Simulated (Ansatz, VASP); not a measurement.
## One calculation of TiAl, two programs

```
CELL_PARAMETERS angstrom
3.17906 0.00000 0.00000
0.00000 3.17906 0.00000
0.00000 0.00000 3.17906
ATOMIC_POSITIONS crystal
Ti 0.00000 0.00000 0.00000
Al 0.50000 0.50000 0.50000
```

Alike in both runs: task relaxation of cell and atoms; functional PBEsol; k mesh 14 × 14 × 14; occupations gaussian, width 0.1 eV; no spin polarisation.

```csv
,VASP,Ansatz
version,VASP 6.6.1,Ansatz 0.2.0
potentials or method,"VASP PAW PBE potentials, release 64 (Ti_sv, Al), cutoff 600 eV","scalar-relativistic, plane waves, PAW"
valence electrons in the cell,15,15
```

```csv
,VASP,Ansatz,Ansatz less VASP
"gap on the k mesh at the Fermi level, each at its own relaxed structure (eV)",none,none,-
relaxed volume (Å³/atom),15.73,15.71,-0.012
relaxed cell length with the largest relative difference (Å),3.157,3.156,-0.0008
```

VASP's potentials were made for PBE, not for PBEsol, and Ansatz warns of the same on its side. A gap of «none» marks a metal or a gap that the smearing closes.
